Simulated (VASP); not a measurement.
# BeS: G0W0 quasiparticle levels with PBE

The system is BeS.

```
CELL_PARAMETERS angstrom
0.00000 2.43431 2.43431
2.43431 0.00000 2.43431
2.43431 2.43431 0.00000
ATOMIC_POSITIONS crystal
Be 0.00000 0.00000 0.00000
S 0.25000 0.25000 0.25000
```

```yaml
Program: VASP 6.6.1
Task: G0W0 quasiparticle levels
Functional: PBE
Potentials_or_basis: VASP PAW PBE potentials, release 64 (Be_GW, S_GW)
Cutoff: 500 eV
k_mesh: 6 × 6 × 6
Occupations: gaussian, width 0.01 eV
Spin: no spin polarisation
Dipole_correction: no
GW_scheme: G0W0
GW_iterations: 1
Cutoff_of_the_response_function: 80
Frequency_points: 96
Empty_bands: 46
Further_INCAR_settings: ALGO = EVGW0; EDIFF = 1e-08; NBANDS = 50
```

| Property | Result |
| --- | --- |
| Quasiparticle gap | 4.22 eV |
| Least direct quasiparticle gap | 7.08 eV |
| Band gap of the starting levels on the mesh | 3.13 eV |
| Least direct gap of the starting levels on the mesh | 5.65 eV |

Wall time 2.8 min on 1 thread of AMD EPYC 9R45 96-Core Processor (Zen 5), on a shared host, peak memory 0.31 GiB.

Caveat: the k points lie up to 0.37 Å⁻¹ apart; bands, screening cutoff and mesh are small and nothing is extrapolated, so the quasiparticle values aren't converged.
